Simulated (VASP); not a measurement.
# TeAs: single point with LDA

The system is TeAs.

```
CELL_PARAMETERS angstrom
0.00000 2.90472 2.90472
2.90472 0.00000 2.90472
2.90472 2.90472 0.00000
ATOMIC_POSITIONS crystal
Te 0.00000 0.00000 0.00000
As 0.50000 0.50000 0.50000
```

```
Program                : VASP 6.6.1
Task                   : single point
Functional             : LDA
Potentials or basis    : VASP PAW LDA potentials, release 64 (Te, As)
Cutoff                 : 520 eV
k mesh                 : 7 × 7 × 7
Occupations            : fermi-dirac, width 0.02 eV
Spin                   : no spin polarisation
Dipole correction      : no
Further INCAR settings : ALGO = Normal; EDIFF = 1e-06; NBANDS = 12
```

```
Pressure : 0.2 GPa
```

Levels at points of the mesh, in eV from the Fermi level:
```csv
k point,band 2,band 3,band 4,band 5,band 6,band 7,band 8,band 9
"(0.00, 0.00, 0.00)",-6.86,-2.81,-2.81,-2.81,2.36,2.36,2.36,4.75
```

Run time: 12 s on 1 thread of Intel Xeon 8259CL (shared host), peak memory 0.16 GiB.

Caveat: spin-orbit coupling is left out, which moves the levels of the heavy elements.
